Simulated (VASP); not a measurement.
Here is a VASP 6.6.1 calculation.

Contents of INCAR:

```
  ALGO = Normal
  EDIFF = 1E-6
  ENCUT = 600
  GGA = PE
  GGA_COMPAT = F
  ISIF = 2
  ISMEAR = 0
  LASPH = T
  LCHARG = T
  LELF = T
  LREAL = F
  LVHAR = T
  LWAVE = F
  NBANDS = 15
  NELM = 120
  PREC = Accurate
  SIGMA = 0.01
```

The input KPOINTS:

```
k-points
0
Gamma
  10 10 10
```

POSCAR

```
YN
1.0
    0.0000000000      2.4480479766      2.4480479766
    2.4480479766      0.0000000000      2.4480479766
    2.4480479766      2.4480479766      0.0000000000
Y N
1 1
Direct
    0.0000000000      0.0000000000      0.0000000000
    0.5000000000      0.5000000000      0.5000000000
```

Potentials or basis: VASP PAW PBE potentials, release 64 (Y_sv, N).

The run is started by

```console
$ cat potpaw_PBE.64/Y_sv/POTCAR potpaw_PBE.64/N/POTCAR > POTCAR
$ mpirun -np 1 vasp_std > vasp.out
```

(1) Predict the band gap on the k mesh.

(2) What does it give for the pressure?

Results:

(1) 0.20 eV (least direct gap 0.59 eV).

(2) 0.7 GPa.

Caveat: semilocal functionals underestimate gaps, and a narrow one can read as zero.
